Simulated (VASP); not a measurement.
Here is a VASP 6.6.1 calculation.

INCAR

```
PREC     = Accurate       # precision mode
ENCUT    = 520            # plane-wave cutoff, eV
EDIFF    = 1E-6           # SCF threshold, eV
ISMEAR   = -1             # smearing method
SIGMA    = 0.05           # smearing width, eV
LREAL    = F              # projectors in reciprocal space
LASPH    = T              # aspherical terms in the spheres
NELM     = 60             # most SCF steps
ALGO     = Normal         # electronic algorithm
ISIF     = 2              # what is computed and relaxed
LWAVE    = F              # write WAVECAR
LCHARG   = T              # write CHGCAR
GGA      = PS             # functional
LELF     = T              # ELF
LVHAR    = T            
NBANDS   = 18             # bands
```

KPOINTS

```
Automatic mesh
0
Gamma
  11 11 5
```

Contents of POSCAR:

```
Ta
1.0
    2.8588055044      0.0000000000      0.0000000000
   -1.4294027522      2.4757981913      0.0000000000
    0.0000000000      0.0000000000      5.1159292600
Ta
2
Direct
    0.3333333333      0.6666666667      0.2500000000
    0.6666666667      0.3333333333      0.7500000000
```

Potentials or basis: VASP PAW PBE potentials, release 64 (Ta_pv).

Run with:

```sh
$ cat potpaw_PBE.64/Ta_pv/POTCAR > POTCAR
$ mpirun -np 1 vasp_std > vasp.out
```

Problem. Predict the band gap on the k mesh.

Solution. Zero (band 11 reaches 6.74 eV, above the bottom of band 12 at 5.13 eV).

Problem. Predict the pressure.

Solution. 0.2 GPa.

Caveat: the PAW data sets were made with another functional, which shifts forces and pressure a little; spin-orbit coupling is left out, which moves the levels of the heavy elements.
